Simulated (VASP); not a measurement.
# Li (Fm-3m) in VASP: further runs

Li is run at these levels: PBE; tasks: single point.

All numbers are computed with VASP 6.6.1; they aren't measurements. Logs are shortened: lines on timing, memory, paths and dates and some standing lists are left out, and cuts for length are marked.

### 1 The cell of the first run

The structure is cubic, space group Fm-3m (No. 225). The conventional cell has a = 3.838 Å, b = 3.838 Å, c = 3.838 Å, α = 90.00°, β = 90.00°, γ = 90.00°. Within 3.6 Å of Li (site symmetry m-3m) lie 12 Li at 2.71 Å.

This isn't the form of Li at room conditions, which is bcc.

### 2 Single point, PBE (14.13 Å³/atom)

File INCAR:

```
SYSTEM = Li
ALGO = Normal
EDIFF = 1E-6
ENCUT = 520
GGA = PE
ISIF = 2
ISMEAR = -1
LASPH = .TRUE.
LCHARG = .TRUE.
LELF = .TRUE.
LREAL = .FALSE.
LVHAR = .TRUE.
LWAVE = .FALSE.
NBANDS = 8
NELM = 80
PREC = Accurate
SIGMA = 0.08
```

File KPOINTS:

```
k-points
0
G
  17 17 17
  0 0 0
```

File POSCAR:

```
Li
1.0
    0.0000000000      1.9190013977      1.9190013977
    1.9190013977      0.0000000000      1.9190013977
    1.9190013977      1.9190013977      0.0000000000
Li
1
Direct
    0.0000000000      0.0000000000      0.0000000000
```

Potentials or basis: VASP PAW PBE potentials, release 64 (Li_sv).

The run is started by

```console
$ cat potpaw_PBE.64/Li_sv/POTCAR > POTCAR
$ mpirun -np 1 vasp_std > vasp.out
```

OUTCAR:

```text
SYSTEM = Li
   EDIFF = 1E-6
   ENCUT = 520
   GGA = PE
   ISIF = 2
   ISMEAR = -1
   LASPH = .TRUE.
   LREAL = .FALSE.
   NELM = 80
   PREC = Accurate

 ion  position               nearest neighbor table
   1  0.000  0.000  0.000-

  LATTYP: Found a face centered cubic cell.
 ALAT       =     3.8380027954

  Lattice vectors:

 A1 = (   0.0000000000,   1.9190013977,   1.9190013977)
 A2 = (   1.9190013977,   0.0000000000,   1.9190013977)
 A3 = (   1.9190013977,   1.9190013977,   0.0000000000)

Analysis of symmetry for initial positions (statically):
=====================================================================
 Subroutine PRICEL returns:
 Original cell was already a primitive cell.

 Routine SETGRP: Setting up the symmetry group for a
 face centered cubic supercell.

 Subroutine GETGRP returns: Found 48 space group operations
 (whereof 48 operations were pure point group operations)
 out of a pool of 48 trial point group operations.

The static configuration has the point symmetry O_h .

Analysis of symmetry for dynamics (positions and initial velocities):
=====================================================================
 Subroutine PRICEL returns:
 Original cell was already a primitive cell.

 Routine SETGRP: Setting up the symmetry group for a
 face centered cubic supercell.

 Subroutine GETGRP returns: Found 48 space group operations
 (whereof 48 operations were pure point group operations)
 out of a pool of 48 trial point group operations.

The dynamic configuration has the point symmetry O_h .

 Subroutine INISYM returns: Found 48 space group operations
 (whereof 48 operations are pure point group operations),
 and found     1 'primitive' translations

----------------------------------------------------------------------------------------

                                     Primitive cell

  volume of cell :      14.1337

  direct lattice vectors                    reciprocal lattice vectors
     0.000000000  1.919001398  1.919001398    -0.260552181  0.260552181  0.260552181
     1.919001398  0.000000000  1.919001398     0.260552181 -0.260552181  0.260552181
     1.919001398  1.919001398  0.000000000     0.260552181  0.260552181 -0.260552181

  length of vectors
     2.713877803  2.713877803  2.713877803     0.451289616  0.451289616  0.451289616

  position of ions in fractional coordinates (direct lattice)
     0.000000000  0.000000000  0.000000000

  ion indices of the primitive-cell ions
   primitive index   ion index
                 1           1

----------------------------------------------------------------------------------------

 KPOINTS: k-points

Automatic generation of k-mesh.
 Grid dimensions read from file:
 generate k-points for:   17   17   17

 Generating k-lattice:

  Cartesian coordinates                     Fractional coordinates (reciprocal lattice)
    -0.015326599  0.015326599  0.015326599     0.058823529  0.000000000  0.000000000
     0.015326599 -0.015326599  0.015326599     0.000000000  0.058823529  0.000000000
     0.015326599  0.015326599 -0.015326599     0.000000000  0.000000000  0.058823529

  Length of vectors
     0.026546448  0.026546448  0.026546448

  Shift w.r.t. Gamma in fractional coordinates (k-lattice)
     0.000000000  0.000000000  0.000000000

 Subroutine IBZKPT returns following result:
 ===========================================

 Found    165 irreducible k-points:

 Following reciprocal coordinates:
            Coordinates               Weight
  0.000000  0.000000  0.000000      1.000000
  0.058824  0.000000  0.000000      8.000000
  0.117647  0.000000  0.000000      8.000000
  0.176471  0.000000  0.000000      8.000000
  0.235294  0.000000  0.000000      8.000000
  0.294118  0.000000  0.000000      8.000000
[... 16 lines left out ...]
 -0.176471  0.058824  0.000000     24.000000
 -0.117647  0.058824  0.000000     24.000000
 [... further k-points ...]
   k-points           NKPTS =    165   k-points in BZ     NKDIM =    165   number of bands    NBANDS=      8
   number of dos      NEDOS =    301   number of ions     NIONS =      1
   total plane-waves  NPLWV =   8000
   dimension x,y,z NGX =    20 NGY =   20 NGZ =   20
   dimension x,y,z NGXF=    40 NGYF=   40 NGZF=   40
   ions per type =               1
   NGX,Y,Z   is equivalent  to a cutoff of  12.25, 12.25, 12.25 a.u.
   NGXF,Y,Z  is equivalent  to a cutoff of  24.50, 24.50, 24.50 a.u.
 SYSTEM =  Li
   PREC   = accura    normal or accurate (medium, high low for compatibility)
   ISTART =      0    job   : 0-new  1-cont  2-samecut
   ICHARG =      2    charge: 1-file 2-atom 10-const
   ISPIN  =      1    spin polarized calculation?
   LNONCOLLINEAR =      F non collinear calculations
   LSORBIT =      F    spin-orbit coupling
   LASPH  =      T    aspherical Exc in radial PAW
   ENCUT  =  520.0 eV  38.22 Ry    6.18 a.u.   5.05  5.05  5.05*2*pi/ulx,y,z
   NELM   =     80;   NELMIN=  2; NELMDL= -5     # of ELM steps
   EDIFF  = 0.1E-05   stopping-criterion for ELM
   LREAL  =      F    real-space projection
   EDIFFG = 0.1E-04   stopping-criterion for IOM
   NSW    =      0    number of steps for IOM
   IBRION =     -1    ionic relax: 0-MD 1-quasi-New 2-CG
   NFREE  =      0    steps in history (QN), initial steepest desc. (CG)
   ISIF   =      2    stress and relaxation
   ISYM   =      2    0-nonsym 1-usesym 2-fastsym
   POTIM  = 0.5000    time-step for ionic-motion
   TEBEG  =    0.0;   TEEND  =   0.0 temperature during run
   PSTRESS=    0.0 pullay stress
   NELECT =       3.0000    total number of electrons
   NUPDOWN=      -1.0000    fix difference up-down
   EMIN   =  10.00;   EMAX   =-10.00  energy-range for DOS
   EFERMI =   0.00;   METHOD = LEGACY
   ISMEAR =    -1;   SIGMA  =   0.08  broadening in eV -4-tet -1-fermi 0-gaus
   EFERMI_NEDOS =   21; number of points for ismear=-14 and -15
   IALGO  =     38    algorithm
   IMIX   =      4    mixing-type and parameters
     AMIX     =   0.40;   BMIX     =  1.00
     AMIX_MAG =   1.60;   BMIX_MAG =  1.00
  volume/ion in A,a.u.               =      14.13        95.38
  Fermi-wavevector in a.u.,A,eV,Ry     =   0.976555  1.845421 12.975323  0.953659
  Thomas-Fermi vector in A             =   2.107183
   LORBIT       =      0    0 simple, 1 ext, 2 COOP (PROOUT), +10 PAW based schemes
   GGA     = PE    functional components
   LHFCALC =     F    Hartree Fock is set to
   AEXX    =    0.0000 exact exchange contribution
   IVDW    =     0    specifies the selected vdW correction
   LEPSILON=     F    determine dielectric tensor
   LRPA    =     F    only Hartree local field effects (RPA)
 non-spin polarized calculation
  energy-cutoff  :      520.00
  volume of cell :       14.13
 maximum number of plane-waves:       390
   NGX =  9   NGY =  9   NGZ =  9

 number of electron       2.9999989 magnetization

 Free energy of the ion-electron system (eV)
  ---------------------------------------------------
  ext. energy  EPLUGINS =         0.00000000
  ---------------------------------------------------
  free energy    TOTEN  =        -1.77667443 eV

  energy without entropy =       -1.76590152  energy(sigma->0) =       -1.77128798

 E-fermi :   1.7903     XC(G=0):  -7.9850

 val. band max:        1.7899384267   @ k =  -0.4706   0.1176   0.0588
 cond. band min:       1.8598756755   @ k =  -0.2353   0.2941   0.1176
 fundamental gap:      0.0699372488
 Fermi energy:         1.7903188766

 k-point     1 :       0.0000    0.0000    0.0000
  band No.  band energies     occupation
      1     -44.1876      2.00000
      2      -2.1563      2.00000
      3      20.2910      0.00000
      4      20.2910      0.00000
      5      20.2910      0.00000
      6      24.7886      0.00000
      7      24.7886      0.00000
      8      24.7886      0.00000

 k-point     2 :       0.0588    0.0000    0.0000
  band No.  band energies     occupation
      1     -44.1855      2.00000
      2      -2.0903      2.00000
      3      19.3373      0.00000
      4      20.0852      0.00000
      5      20.0852      0.00000
      6      23.9922      0.00000
      7      25.1401      0.00000
      8      25.1401      0.00000

 k-point     3 :       0.1176    0.0000    0.0000
  band No.  band energies     occupation
      1     -44.1787      2.00000
      2      -1.8870      2.00000
      3      17.2278      0.00000
      4      19.6252      0.00000
      5      19.6253      0.00000
      6      23.9120      0.00000
      7      25.9490      0.00000
      8      25.9490      0.00000

 k-point     4 :       0.1765    0.0000    0.0000
  band No.  band energies     occupation
      1     -44.1684      2.00000
      2      -1.5471      2.00000
      3      14.8853      0.00000
      4      19.1294      0.00000
      5      19.1295      0.00000
      6      24.2442      0.00000
      7      26.4118      0.00000
      8      26.4118      0.00000

 k-point     5 :       0.2353    0.0000    0.0000
  band No.  band energies     occupation
      1     -44.1560      2.00000
      2      -1.0724      2.00000
      3      12.6228      0.00000
      4      18.7068      0.00000
      5      18.7069      0.00000
      6      24.5521      0.00000
      7      25.6863      0.00000
      8      25.6863      0.00000
[... 177 lines left out ...]
 k-point    22 :      -0.2353    0.0588    0.0000
  band No.  band energies     occupation
      1     -44.1502      2.00000
      2      -0.8200      2.00000
      3      11.9122      0.00000
      4      17.2833      0.00000
      5      19.4332      0.00000
      6      23.8988      0.00000
      7      24.6559      0.00000
      8      26.0077      0.00000

 k-point    23 :      -0.1765    0.0588    0.0000
  band No.  band energies     occupation
      1     -44.1627      2.00000
      2      -1.3409      2.00000
      3      14.1048      0.00000
      4      17.6369      0.00000
      5      19.8845      0.00000
      6      24.1687      0.00000
      7      25.5817      0.00000
      8      26.1363      0.00000

 k-point    24 :      -0.1176    0.0588    0.0000
  band No.  band energies     occupation
      1     -44.1737      2.00000
      2      -1.7275      2.00000
      3      16.4006      0.00000
      4      18.1443      0.00000
      5      20.2606      0.00000
      6      23.8039      0.00000
      7      25.5815      0.00000
      8      27.1387      0.00000

 [... further k-points ...]

------------------------ aborting loop because EDIFF is reached ----------------------------------------

  FORCE on cell =-STRESS in cart. coord.  units (eV):
  Direction    XX          YY          ZZ          XY          YZ          ZX
  --------------------------------------------------------------------------------------
  -------------------------------------------------------------------------------------
  Total        0.7808481      0.7808481      0.7808481     -0.0000000     -0.0000000     -0.0000000
  in kB       88.5158972     88.5158972     88.5158972     -0.0000000     -0.0000000     -0.0000000
  external PRESSURE =      88.5158972 kB  Pullay stress =       0.0000000 kB

 VOLUME and BASIS-vectors are now :
 -----------------------------------------------------------------------------
  energy-cutoff  :      520.00
  volume of cell :       14.13
      direct lattice vectors                 reciprocal lattice vectors
     0.000000000  1.919001398  1.919001398    -0.260552181  0.260552181  0.260552181
     1.919001398  0.000000000  1.919001398     0.260552181 -0.260552181  0.260552181
     1.919001398  1.919001398  0.000000000     0.260552181  0.260552181 -0.260552181

 POSITION                                       TOTAL-FORCE (eV/Angst)
 -----------------------------------------------------------------------------------
      0.00000      0.00000      0.00000         0.000000      0.000000      0.000000
 -----------------------------------------------------------------------------------
    total drift:                                0.000000      0.000000      0.000000

  FREE ENERGIE OF THE ION-ELECTRON SYSTEM (eV)
  ---------------------------------------------------
  free  energy   TOTEN  =        -1.7766744348 eV

  energy  without entropy=       -1.7659015154  energy(sigma->0) =       -1.77128798
```

Wall time 11 s (1 thread of Intel Xeon Platinum 8488C (Sapphire Rapids), shared host); peak memory 0.12 GiB.

Results:

| Quantity | Value |
| --- | --- |
| Free energy | -1.7767 eV |
| Band gap on the k mesh | zero (an odd number of electrons rules out a gap without spin polarisation) |

Caveat: the cutoff is under 1.25 times the usual one of these potentials, so pressure, stress and relaxed cells hold a basis-set (Pulay) error.

### 3 Single point, PBE (18.17 Å³/atom)

This run uses another cell than the first one, of 18.17 Å³/atom.

File INCAR:

```
PREC = Accurate
ENCUT = 520
EDIFF = 1E-6
ISMEAR = -1
SIGMA = 0.08
LREAL = False
LASPH = True
NELM = 80
ALGO = Normal
ISIF = 2
LWAVE = False
LCHARG = True
GGA = PE
LELF = True
LVHAR = True
NBANDS = 8
```

File KPOINTS:

```
regular mesh
0
Gamma
  17 17 17
```

File POSCAR:

```
Li
1.0
    0.0000000000      2.0866844556      2.0866844556
    2.0866844556      0.0000000000      2.0866844556
    2.0866844556      2.0866844556      0.0000000000
Li
1
Direct
    0.0000000000      0.0000000000      0.0000000000
```

Potentials or basis: VASP PAW PBE potentials, release 64 (Li_sv).

The run is started by

```console
$ cat potpaw_PBE.64/Li_sv/POTCAR > POTCAR
$ mpirun -np 1 vasp_std > vasp.out
```

OUTCAR:

```text
PREC = Accurate
   ENCUT = 520
   EDIFF = 1E-6
   ISMEAR = -1
   LREAL = False
   LASPH = True
   NELM = 80
   ISIF = 2
   GGA = PE

 ion  position               nearest neighbor table
   1  0.000  0.000  0.000-

  LATTYP: Found a face centered cubic cell.
 ALAT       =     4.1733689112

  Lattice vectors:

 A1 = (   0.0000000000,   2.0866844556,   2.0866844556)
 A2 = (   2.0866844556,   0.0000000000,   2.0866844556)
[... 441 lines left out ...]
      6      19.5846      0.00000
      7      21.1597      0.00000
      8      22.4131      0.00000

 [... further k-points ...]

------------------------ aborting loop because EDIFF is reached ----------------------------------------

  FORCE on cell =-STRESS in cart. coord.  units (eV):
  Direction    XX          YY          ZZ          XY          YZ          ZX
  --------------------------------------------------------------------------------------
  -------------------------------------------------------------------------------------
  Total        0.1917503      0.1917503      0.1917503     -0.0000000      0.0000000      0.0000000
  in kB       16.9062103     16.9062103     16.9062103     -0.0000000      0.0000000      0.0000000
  external PRESSURE =      16.9062103 kB  Pullay stress =       0.0000000 kB

 VOLUME and BASIS-vectors are now :
 -----------------------------------------------------------------------------
  energy-cutoff  :      520.00
  volume of cell :       18.17
      direct lattice vectors                 reciprocal lattice vectors
     0.000000000  2.086684456  2.086684456    -0.239614571  0.239614571  0.239614571
     2.086684456  0.000000000  2.086684456     0.239614571 -0.239614571  0.239614571
     2.086684456  2.086684456  0.000000000     0.239614571  0.239614571 -0.239614571

 POSITION                                       TOTAL-FORCE (eV/Angst)
 -----------------------------------------------------------------------------------
      0.00000      0.00000      0.00000        -0.000000      0.000000      0.000000
 -----------------------------------------------------------------------------------
    total drift:                                0.000000      0.000000     -0.000000

  FREE ENERGIE OF THE ION-ELECTRON SYSTEM (eV)
  ---------------------------------------------------
  free  energy   TOTEN  =        -1.8993771917 eV

  energy  without entropy=       -1.8880081776  energy(sigma->0) =       -1.89369268
```

stdout:

```text
POSCAR found type information on POSCAR Li
 POSCAR found :  1 types and       1 ions
 scaLAPACK will be used
 LDA part: xc-table for (Slater+PW92), standard interpolation
 POSCAR, INCAR and KPOINTS ok, starting setup
 FFT: planning ... GRIDC
 FFT: planning ... GRID_SOFT
 FFT: planning ... GRID
 WAVECAR not read
 entering main loop
```

Wall time 13 s (1 thread of Intel Xeon Platinum 8488C (Sapphire Rapids), shared host); peak memory 0.13 GiB.

Results:

```
Free energy            : -1.8994 eV
Band gap on the k mesh : zero (an odd number of electrons rules out a gap without spin polarisation)
```

Caveat: the cutoff is under 1.25 times the usual one of these potentials, so pressure, stress and relaxed cells hold a basis-set (Pulay) error.

### 4 Single point, PBE

This run uses another cell than the first one, of 20.19 Å³/atom.

File INCAR:

```
SYSTEM = Li
ALGO     = Normal         ! electronic algorithm
EDIFF    = 1E-6           ! SCF threshold, eV
ENCUT    = 520            ! plane-wave cutoff, eV
GGA      = PE             ! functional
ISIF     = 2              ! what is computed and relaxed
ISMEAR   = -1             ! smearing method
LASPH    = .True.         ! aspherical terms in the spheres
LCHARG   = .False.        ! write CHGCAR
LREAL    = .False.        ! projectors in reciprocal space
LWAVE    = .False.        ! write WAVECAR
NBANDS   = 8              ! bands
NELM     = 60             ! most SCF steps
PREC     = Accurate       ! precision mode
SIGMA    = 0.08           ! smearing width, eV
```

File KPOINTS:

```
k-points
0
Gamma
  17 17 17
  0 0 0
```

File POSCAR:

```
Li
1.0
    0.0000000000      2.1612712567      2.1612712567
    2.1612712567      0.0000000000      2.1612712567
    2.1612712567      2.1612712567      0.0000000000
Li
1
Direct
    0.0000000000      0.0000000000      0.0000000000
```

The run is started by

```console
$ cat potpaw_PBE.64/Li_sv/POTCAR > POTCAR
$ mpirun -np 1 vasp_std > vasp.out
```

It took 9.9 s on 1 thread of Intel Xeon Platinum 8488C (Sapphire Rapids), shared host; peak memory 0.14 GiB.

The run converged. Its results:

| Quantity | Value |
| --- | --- |
| Free energy | -1.9106 eV |
| Band gap on the k mesh | zero (an odd number of electrons rules out a gap without spin polarisation) |

Levels at points of the mesh, in eV from the Fermi level:
```
           k point  band 1  band 2  band 3  band 4  band 5  band 6  band 7
(0.00, 0.00, 0.00)  -46.51   -3.56   14.40   14.40   14.40   18.29   18.29
```

Caveat: the cutoff is under 1.25 times the usual one of these potentials, so pressure, stress and relaxed cells hold a basis-set (Pulay) error.

### 5 The runs side by side

```tsv
cell	gap on the mesh (eV)
a = 2.714 Å, angles 60.0°, 1 atom	none
a = 2.951 Å, angles 60.0°, 1 atom	none
a = 3.056 Å, angles 60.0°, 1 atom	none
```

Alike in all rows: task single point; level PBE; potentials or basis VASP PAW PBE potentials, release 64 (Li_sv); no spin polarisation; k mesh 17 × 17 × 17; cutoff (eV) 520; smearing fermi-dirac 0.08 eV.

Caveats: the cutoff is under 1.25 times the usual one of these potentials, so pressure, stress and relaxed cells hold a basis-set (Pulay) error.

Total energies depend on the potentials used, so only differences within one code and one set of settings carry meaning.

The gap in the log of VASP goes by the Fermi energy; the results here count the filled bands.